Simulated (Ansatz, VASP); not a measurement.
**One calculation of Ru2Br, two programs**

```xyz
6
Lattice="5.3427 0.0000 0.0000 0.0000 5.3427 0.0000 0.0000 0.0000 3.8768" Properties=species:S:1:pos:R:3 pbc="T T T"
Ru    1.6633    1.6633    0.0000
Ru    1.0081    4.3346    1.9384
Ru    3.6795    3.6795    0.0000
Ru    4.3346    1.0081    1.9384
Br    0.0000    0.0000    0.0000
Br    2.6714    2.6714    1.9384
```

Alike in both runs: functional PBE; k mesh 4 × 4 × 6; occupations gaussian, width 0.1 eV; no spin polarisation.

Ansatz relaxed the structure, and its values are those at the end. VASP's run is a single point on that final structure, the one shown.

```csv
,VASP,Ansatz
version,VASP 6.6.1,Ansatz 0.2.0
potentials or method,"VASP PAW PBE potentials, release 64 (Ru_pv, Br), cutoff 520 eV","scalar-relativistic, plane waves, PAW"
valence electrons in the cell,70,78
```

|  | VASP | Ansatz | Ansatz less VASP |
| --- | --- | --- | --- |
| gap on the k mesh at the Fermi level (eV) | none | none | - |
| pressure (GPa) | -0.1 | -0.2 | -0.13 |
| rms of the force components (eV/Å) | 0.009 | 0.010 | +0.0007 |

A gap of «none» marks a metal or a gap that the smearing closes. VASP's potentials hold 70 valence electrons a cell and Ansatz's 78, so a difference there can come from the potentials and not from the codes.
